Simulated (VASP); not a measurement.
# VO2 (P4_2/mnm) in VASP: settings compared

The runs below take VO2 through single point, with PBEsol, PBEsol+D3(BJ), LDA.

Everything below comes from runs of VASP 6.6.1. Logs are shortened: lines on timing, memory, paths and dates and some standing lists are left out, and cuts for length are marked.

**1. The cell of the first run**

It takes space group P4_2/mnm (No. 136, tetragonal). The conventional cell has a = 4.537 Å, b = 4.537 Å, c = 3.065 Å, α = 90.00°, β = 90.00°, γ = 90.00°. V (site symmetry mmm) has 6 O at 1.92 to 2.00 Å within 2.5 Å. Within 2.6 Å of O (site symmetry m2m) lie 3 V at 1.92 to 2.00 Å and 1 O at 2.57 Å.

**2. Single point, PBEsol, collinear spin, ferromagnetic start**

Input file INCAR:

```
ALGO = Normal
EDIFF = 1E-6
ENCUT = 600
GGA = PS
GGA_COMPAT = False
ISIF = 2
ISMEAR = -1
ISPIN = 2
LASPH = True
LCHARG = False
LMAXMIX = 4
LORBIT = 11
LREAL = False
LWAVE = False
MAGMOM = 2 2 0 0 0 0
NBANDS = 38
NELM = 200
PREC = Accurate
SIGMA = 0.05
```

Input file KPOINTS:

```
k-points
0
Gamma
  6 6 9
```

Input file POSCAR:

```
VO2
1.0
    4.5370519355      0.0000000000      0.0000000000
    0.0000000000      4.5370519355      0.0000000000
    0.0000000000      0.0000000000      3.0646125081
V O
2 4
Direct
    0.5000000000      0.5000000000      0.5000000000
    0.0000000000      0.0000000000      0.0000000000
    0.2003580000      0.7996420000      0.5000000000
    0.7996420000      0.2003580000      0.5000000000
    0.7003580000      0.7003580000      0.0000000000
    0.2996420000      0.2996420000      0.0000000000
```

Potentials or basis: VASP PAW PBE potentials, release 64 (V_sv, O).

On the command line:

```bash
$ cat potpaw_PBE.64/V_sv/POTCAR potpaw_PBE.64/O/POTCAR > POTCAR
$ mpirun -np 1 vasp_std > vasp.out
```

OUTCAR:

```text
EDIFF = 1E-6
   ENCUT = 600
   GGA = PS
   ISIF = 2
   ISMEAR = -1
   ISPIN = 2
   LASPH = True
   LORBIT = 11
   LREAL = False
   NELM = 200
   PREC = Accurate

 ion  position               nearest neighbor table
   1  0.500  0.500  0.500-   3 1.92   4 1.92   5 2.00   6 2.00   5 2.00   6 2.00
   2  0.000  0.000  0.000-   5 1.92   6 1.92   3 2.00   4 2.00   3 2.00   4 2.00
   3  0.200  0.800  0.500-   1 1.92   2 2.00   2 2.00
   4  0.800  0.200  0.500-   1 1.92   2 2.00   2 2.00
   5  0.700  0.700  0.000-   2 1.92   1 2.00   1 2.00
   6  0.300  0.300  0.000-   2 1.92   1 2.00   1 2.00

  LATTYP: Found a simple tetragonal cell.
 ALAT       =     4.5370519355
 C/A-ratio  =     0.6754633960

  Lattice vectors:

 A1 = (   4.5370519355,   0.0000000000,   0.0000000000)
 A2 = (   0.0000000000,   4.5370519355,   0.0000000000)
 A3 = (   0.0000000000,   0.0000000000,   3.0646125081)

Analysis of symmetry for initial positions (statically):
=====================================================================
 Subroutine PRICEL returns:
 Original cell was already a primitive cell.

 Routine SETGRP: Setting up the symmetry group for a
 simple tetragonal supercell.

 Subroutine GETGRP returns: Found 16 space group operations
 (whereof  8 operations were pure point group operations)
 out of a pool of 16 trial point group operations.

The static configuration has the point symmetry D_2h.
 The point group associated with its full space group is D_4h.

Analysis of symmetry for dynamics (positions and initial velocities):
=====================================================================
 Subroutine PRICEL returns:
 Original cell was already a primitive cell.

 Routine SETGRP: Setting up the symmetry group for a
 simple tetragonal supercell.

 Subroutine GETGRP returns: Found 16 space group operations
 (whereof  8 operations were pure point group operations)
 out of a pool of 16 trial point group operations.

The dynamic configuration has the point symmetry D_2h.
 The point group associated with its full space group is D_4h.

Analysis of structural, dynamic, and magnetic symmetry:
=====================================================================
 Subroutine PRICEL returns:
 Original cell was already a primitive cell.

 Routine SETGRP: Setting up the symmetry group for a
 simple tetragonal supercell.

[... 143 lines left out ...]
   LRPA    =     F    only Hartree local field effects (RPA)
 spin polarized calculation
  energy-cutoff  :      600.00
  volume of cell :       63.08
 maximum number of plane-waves:      2120
   NGX = 19   NGY = 19   NGZ = 13

 number of electron      49.9999993 magnetization       1.9998130

 Free energy of the ion-electron system (eV)
  ---------------------------------------------------
  ext. energy  EPLUGINS =         0.00000000
  ---------------------------------------------------
  free energy    TOTEN  =       -54.06760098 eV

  energy without entropy =      -54.02373945  energy(sigma->0) =      -54.04567022

 E-fermi :   5.2746     XC(G=0): -11.7179

 val. band max:        5.2695272769   @ k =   0.1667   0.0000   0.1111
 cond. band min:       5.2761498968   @ k =   0.1667   0.0000   0.4444
 fundamental gap:      0.0066226199
 Fermi energy:         5.2745897497

 spin component 1

 k-point     1 :       0.0000    0.0000    0.0000
  band No.  band energies     occupation
      1     -60.4815      1.00000
      2     -60.4737      1.00000
      3     -34.4033      1.00000
      4     -34.4033      1.00000
      5     -34.3625      1.00000
      6     -34.3432      1.00000
[... 949 lines left out ...]
     36      14.8978      0.00000
     37      17.9271      0.00000

 [... further k-points ...]

 spin component 2

 k-point     1 :       0.0000    0.0000    0.0000
  band No.  band energies     occupation
      1     -59.3492      1.00000
      2     -59.3409      1.00000
      3     -33.3555      1.00000
      4     -33.3555      1.00000
      5     -33.2267      1.00000
      6     -33.2056      1.00000
[... 949 lines left out ...]
     36      15.0245      0.00000
     37      18.2482      0.00000

 [... further k-points ...]

 [bands above 37 left out]

------------------------ aborting loop because EDIFF is reached ----------------------------------------

  FORCE on cell =-STRESS in cart. coord.  units (eV):
  Direction    XX          YY          ZZ          XY          YZ          ZX
  --------------------------------------------------------------------------------------
  -------------------------------------------------------------------------------------
  Total       -5.3360558     -5.3360558    -12.6229761      0.0000000      0.0000000      0.0000000
  in kB     -135.5213989   -135.5213989   -320.5894841      0.0000000      0.0000000      0.0000000
  external PRESSURE =    -197.2107607 kB  Pullay stress =       0.0000000 kB

 VOLUME and BASIS-vectors are now :
 -----------------------------------------------------------------------------
  energy-cutoff  :      600.00
  volume of cell :       63.08
      direct lattice vectors                 reciprocal lattice vectors
     4.537051936  0.000000000  0.000000000     0.220407440  0.000000000  0.000000000
     0.000000000  4.537051936  0.000000000     0.000000000  0.220407440  0.000000000
     0.000000000  0.000000000  3.064612508     0.000000000  0.000000000  0.326305527

 POSITION                                       TOTAL-FORCE (eV/Angst)
 -----------------------------------------------------------------------------------
      2.26853      2.26853      1.53231         0.000000     -0.000000      0.000000
      0.00000      0.00000      0.00000         0.000000     -0.000000      0.000000
      0.90903      3.62802      1.53231        -0.203942      0.203942      0.000000
      3.62802      0.90903      1.53231         0.203942     -0.203942      0.000000
      3.17756      3.17756      0.00000        -0.203942     -0.203942      0.000000
      1.35949      1.35949      0.00000         0.203942      0.203942      0.000000
 -----------------------------------------------------------------------------------
    total drift:                                0.000000      0.000000      0.000000

  FREE ENERGIE OF THE ION-ELECTRON SYSTEM (eV)
  ---------------------------------------------------
  free  energy   TOTEN  =       -54.0676009845 eV

  energy  without entropy=      -54.0237394529  energy(sigma->0) =      -54.04567022

 total charge

# of ion       s       p       d       tot
------------------------------------------
    1        2.264   6.290   2.819  11.372
    2        2.264   6.290   2.819  11.372
    3        1.561   3.423   0.000   4.984
    4        1.561   3.423   0.000   4.984
    5        1.561   3.423   0.000   4.984
    6        1.561   3.423   0.000   4.984
--------------------------------------------------
tot         10.770  26.273   5.637  42.680

 magnetization (x)

# of ion       s       p       d       tot
------------------------------------------
    1        0.015   0.011   1.059   1.085
    2        0.015   0.011   1.059   1.085
    3       -0.002  -0.069   0.000  -0.071
    4       -0.002  -0.069   0.000  -0.071
    5       -0.002  -0.069   0.000  -0.071
    6       -0.002  -0.069   0.000  -0.071
--------------------------------------------------
tot          0.021  -0.253   2.117   1.885
```

OSZICAR:

```text
N       E                     dE             d eps       ncg     rms          rms(c)
DAV:   1     0.651252384828E+03    0.65125E+03   -0.29450E+04  7600   0.159E+03
DAV:   2    -0.181153416376E+02   -0.66937E+03   -0.62430E+03  8020   0.478E+02
DAV:   3    -0.697469530104E+02   -0.51632E+02   -0.50797E+02  8630   0.142E+02
DAV:   4    -0.704817312821E+02   -0.73478E+00   -0.73376E+00  8462   0.180E+01
DAV:   5    -0.704878674969E+02   -0.61362E-02   -0.61355E-02  8528   0.174E+00    0.437E+01
DAV:   6    -0.590155104788E+02    0.11472E+02   -0.56255E+01  8860   0.710E+01    0.292E+01
DAV:   7    -0.570028008781E+02    0.20127E+01   -0.47633E+01  7810   0.649E+01    0.209E+01
DAV:   8    -0.547012045506E+02    0.23016E+01   -0.35920E+00  8096   0.160E+01    0.878E+00
DAV:   9    -0.540710525325E+02    0.63015E+00   -0.79092E-01  9786   0.946E+00    0.177E+00
DAV:  10    -0.540722505486E+02   -0.11980E-02   -0.12049E-01  8344   0.241E+00    0.169E+00
DAV:  11    -0.540781444672E+02   -0.58939E-02   -0.33613E-02  8512   0.158E+00    0.109E+00
DAV:  12    -0.540686408968E+02    0.95036E-02   -0.13564E-02  8662   0.125E+00    0.307E-01
DAV:  13    -0.540683943179E+02    0.24658E-03   -0.85674E-04  8470   0.230E-01    0.257E-01
DAV:  14    -0.540676090574E+02    0.78526E-03   -0.98290E-04  8230   0.346E-01    0.597E-02
DAV:  15    -0.540676062044E+02    0.28530E-05   -0.99378E-05  8382   0.823E-02    0.395E-02
DAV:  16    -0.540676014383E+02    0.47661E-05   -0.14777E-05  8522   0.286E-02    0.185E-02
DAV:  17    -0.540676009845E+02    0.45381E-06   -0.59337E-06  7502   0.139E-02
   1 F= -.54067601E+02 E0= -.54045670E+02  d E =-.438615E-01  mag=     1.9999
```

It took 2 min on 1 thread of AMD EPYC 9R45 (Zen 5), shared host; peak memory 0.3 GiB.

What came out:

- Free energy: -54.0676 eV
- Pressure: -19.7 GPa
- Largest force: 0.288 eV/Å
- Band gap on the k mesh: zero (filled and empty bands overlap)
- Net moment: 2.00 μB per cell
- Site moments: V +1.08; O -0.07 μB
- Valence electrons inside the program's atomic spheres: V 11.37; O 4.98

Forces on the atoms (eV/Å):
```
V    0.000  0.000  0.000
V    0.000  0.000  0.000
O   -0.204  0.204  0.000
O    0.204 -0.204  0.000
O   -0.204 -0.204  0.000
O    0.204  0.204  0.000
```

Levels at points of the mesh, in eV from the Fermi level:
Spin up:
```
           k point  band 24  band 25  band 26  band 27  band 28  band 29
(0.00, 0.00, 0.00)    -0.99    -0.76    -0.49    -0.35    -0.33    -0.33
(0.50, 0.00, 0.00)    -1.75    -0.14    -0.14     0.38     0.38     0.90
(0.50, 0.50, 0.00)    -2.34    -0.71    -0.71    -0.30    -0.30     1.30
```
Spin down:
| k point | band 22 | band 23 | band 24 | band 25 | band 26 | band 27 |
| --- | --- | --- | --- | --- | --- | --- |
| (0.00, 0.00, 0.00) | -1.63 | -1.63 | -1.17 | 0.57 | 0.68 | 0.76 |
| (0.50, 0.00, 0.00) | -3.16 | -1.89 | -1.89 | 1.10 | 1.10 | 1.45 |
| (0.50, 0.50, 0.00) | -2.79 | -2.40 | -2.40 | 0.56 | 0.56 | 0.85 |

Caveat: the stress differs along the axes, from -32 to -14 GPa; the PAW data sets were made with another functional, which shifts forces and pressure a little; semilocal functionals often make such compounds metallic where correlation or magnetic order opens a gap, which also shifts bond lengths. With open d or f shells a metallic result of PBEsol can be an artefact of self-interaction; +U or a hybrid may open a gap.

**3. Single point, PBEsol, collinear spin, ferromagnetic start**

This run uses another cell than the first one, of 10.72 Å³/atom.

Input file INCAR:

```
PREC     = Accurate       # precision mode
ENCUT    = 600            # plane-wave cutoff, eV
EDIFF    = 1E-6           # SCF threshold, eV
ISMEAR   = -1             # smearing method
SIGMA    = 0.05           # smearing width, eV
LREAL    = F              # projectors in reciprocal space
LASPH    = T              # aspherical terms in the spheres
NELM     = 200            # most SCF steps
ALGO     = Normal         # electronic algorithm
ISIF     = 2              # what is computed and relaxed
LWAVE    = F              # write WAVECAR
LCHARG   = F              # write CHGCAR
ISPIN    = 2              # spin polarisation
MAGMOM   = 2 2 0 0 0 0    # initial moments
LORBIT   = 11             # projections on sites
LMAXMIX  = 4              # l up to which the mixer works
GGA      = PS             # functional
NBANDS   = 38             # bands
GGA_COMPAT= F
```

Input file KPOINTS:

```
regular mesh
0
Gamma
  6 6 9
```

POSCAR: that of step 2 with these lines changed.

```diff
@@ -2,5 +2,5 @@
 1.0
-    4.5370519355      0.0000000000      0.0000000000
-    0.0000000000      4.5370519355      0.0000000000
-    0.0000000000      0.0000000000      3.0646125081
+    4.5665141372      0.0000000000      0.0000000000
+    0.0000000000      4.5665141372      0.0000000000
+    0.0000000000      0.0000000000      3.0845131470
 V O
```

Potentials or basis: VASP PAW PBE potentials, release 64 (V_sv, O).

On the command line:

```bash
$ cat potpaw_PBE.64/V_sv/POTCAR potpaw_PBE.64/O/POTCAR > POTCAR
$ mpirun -np 1 vasp_std > vasp.out
```

OUTCAR:

```text
PREC = Accurate
   ENCUT = 600
   EDIFF = 1E-6
   ISMEAR = -1
   LREAL = F
   LASPH = T
   NELM = 200
   ISIF = 2
   ISPIN = 2
   LORBIT = 11
   GGA = PS

 ion  position               nearest neighbor table
   1  0.500  0.500  0.500-   3 1.94   4 1.94   5 2.01   6 2.01   5 2.01   6 2.01
   2  0.000  0.000  0.000-   5 1.94   6 1.94   3 2.01   4 2.01   3 2.01   4 2.01
   3  0.200  0.800  0.500-   1 1.94   2 2.01   2 2.01
   4  0.800  0.200  0.500-   1 1.94   2 2.01   2 2.01
   5  0.700  0.700  0.000-   2 1.94   1 2.01   1 2.01
   6  0.300  0.300  0.000-   2 1.94   1 2.01   1 2.01

  LATTYP: Found a simple tetragonal cell.
 ALAT       =     4.5665141372
 C/A-ratio  =     0.6754633960

  Lattice vectors:

 A1 = (   4.5665141372,   0.0000000000,   0.0000000000)
 A2 = (   0.0000000000,   4.5665141372,   0.0000000000)
 A3 = (   0.0000000000,   0.0000000000,   3.0845131470)

Analysis of symmetry for initial positions (statically):
=====================================================================
 Subroutine PRICEL returns:
 Original cell was already a primitive cell.

[... 2136 lines left out ...]
  Total       -6.7803174     -6.7803174    -13.9648475      0.0000000      0.0000000      0.0000000
  in kB     -168.8901690   -168.8901690   -347.8488265      0.0000000      0.0000000      0.0000000
  external PRESSURE =    -228.5430548 kB  Pullay stress =       0.0000000 kB

 VOLUME and BASIS-vectors are now :
 -----------------------------------------------------------------------------
  energy-cutoff  :      600.00
  volume of cell :       64.32
      direct lattice vectors                 reciprocal lattice vectors
     4.566514137  0.000000000  0.000000000     0.218985416  0.000000000  0.000000000
     0.000000000  4.566514137  0.000000000     0.000000000  0.218985416  0.000000000
     0.000000000  0.000000000  3.084513147     0.000000000  0.000000000  0.324200272

 POSITION                                       TOTAL-FORCE (eV/Angst)
 -----------------------------------------------------------------------------------
      2.28326      2.28326      1.54226         0.000000      0.000000      0.000000
      0.00000      0.00000      0.00000         0.000000      0.000000      0.000000
      0.91494      3.65158      1.54226        -0.207744      0.207744      0.000000
      3.65158      0.91494      1.54226         0.207744     -0.207744     -0.000000
      3.19819      3.19819      0.00000        -0.207744     -0.207744     -0.000000
      1.36832      1.36832      0.00000         0.207744      0.207744      0.000000
 -----------------------------------------------------------------------------------
    total drift:                                0.000000      0.000000      0.000000

  FREE ENERGIE OF THE ION-ELECTRON SYSTEM (eV)
  ---------------------------------------------------
  free  energy   TOTEN  =       -53.9072614041 eV

  energy  without entropy=      -53.8616817160  energy(sigma->0) =      -53.88447156

 total charge

# of ion       s       p       d       tot
------------------------------------------
    1        2.257   6.278   2.798  11.333
    2        2.257   6.278   2.798  11.333
    3        1.560   3.413   0.000   4.973
    4        1.560   3.413   0.000   4.973
    5        1.560   3.413   0.000   4.973
    6        1.560   3.413   0.000   4.973
--------------------------------------------------
tot         10.755  26.206   5.595  42.556

 magnetization (x)

# of ion       s       p       d       tot
------------------------------------------
    1        0.015   0.011   1.069   1.095
    2        0.015   0.011   1.069   1.095
    3       -0.002  -0.074   0.000  -0.076
    4       -0.002  -0.074   0.000  -0.076
    5       -0.002  -0.074   0.000  -0.076
    6       -0.002  -0.074   0.000  -0.076
--------------------------------------------------
tot          0.020  -0.273   2.138   1.885
```

OSZICAR:

```text
N       E                     dE             d eps       ncg     rms          rms(c)
DAV:   1     0.649011593326E+03    0.64901E+03   -0.29470E+04  7600   0.158E+03
DAV:   2    -0.184959376186E+02   -0.66751E+03   -0.62309E+03  8064   0.475E+02
DAV:   3    -0.697604474136E+02   -0.51265E+02   -0.50483E+02  8630   0.141E+02
DAV:   4    -0.704916223696E+02   -0.73117E+00   -0.73005E+00  8462   0.180E+01
DAV:   5    -0.704979181506E+02   -0.62958E-02   -0.62946E-02  8488   0.175E+00    0.423E+01
DAV:   6    -0.593747640159E+02    0.11123E+02   -0.57355E+01  8850   0.707E+01    0.310E+01
DAV:   7    -0.570825607680E+02    0.22922E+01   -0.52898E+01  7826   0.667E+01    0.205E+01
DAV:   8    -0.547135004697E+02    0.23691E+01   -0.38715E+00  8118   0.159E+01    0.929E+00
DAV:   9    -0.539119703101E+02    0.80153E+00   -0.91037E-01  9720   0.101E+01    0.182E+00
DAV:  10    -0.539142852964E+02   -0.23150E-02   -0.13407E-01  8392   0.244E+00    0.181E+00
DAV:  11    -0.539209493705E+02   -0.66641E-02   -0.42029E-02  8458   0.190E+00    0.123E+00
DAV:  12    -0.539085754892E+02    0.12374E-01   -0.18829E-02  9146   0.139E+00    0.355E-01
DAV:  13    -0.539083698078E+02    0.20568E-03   -0.11494E-03  8470   0.260E-01    0.307E-01
DAV:  14    -0.539072931814E+02    0.10766E-02   -0.12457E-03  8368   0.381E-01    0.761E-02
DAV:  15    -0.539072643921E+02    0.28789E-04   -0.13926E-04  8296   0.103E-01    0.412E-02
DAV:  16    -0.539072640834E+02    0.30872E-06   -0.14570E-05  8426   0.318E-02    0.228E-02
DAV:  17    -0.539072622963E+02    0.17871E-05   -0.11533E-05  7794   0.211E-02    0.147E-02
DAV:  18    -0.539072614041E+02    0.89218E-06   -0.88055E-07  4504   0.100E-02
   1 F= -.53907261E+02 E0= -.53884472E+02  d E =-.455797E-01  mag=     2.0000
```

Wall time 3.4 min (1 thread of AMD EPYC 9R45 (Zen 5), shared host); peak memory 0.31 GiB.

What came out:

| Property | Result |
| --- | --- |
| Free energy | -53.9073 eV |
| Pressure | -22.9 GPa |
| Largest force | 0.294 eV/Å |
| Band gap on the k mesh | zero (filled and empty bands overlap) |
| Net moment | 2.00 μB per cell |
| Site moments | V +1.09; O -0.08 μB |
| Valence electrons inside the program's atomic spheres | V 11.33; O 4.97 |

Forces in eV/Å, atoms in the order of the input:
```
V    0.000  0.000  0.000
V    0.000  0.000  0.000
O   -0.208  0.208  0.000
O    0.208 -0.208  0.000
O   -0.208 -0.208  0.000
O    0.208  0.208  0.000
```

Stress tensor (GPa, compression positive):
```
-16.89   0.00   0.00
  0.00 -16.89   0.00
  0.00   0.00 -34.78
```

Caveat: the stress differs along the axes, from -35 to -17 GPa; the PAW data sets were made with another functional, which shifts forces and pressure a little; semilocal functionals often make such compounds metallic where correlation or magnetic order opens a gap, which also shifts bond lengths.

(Part 1 of 2 ends here.)
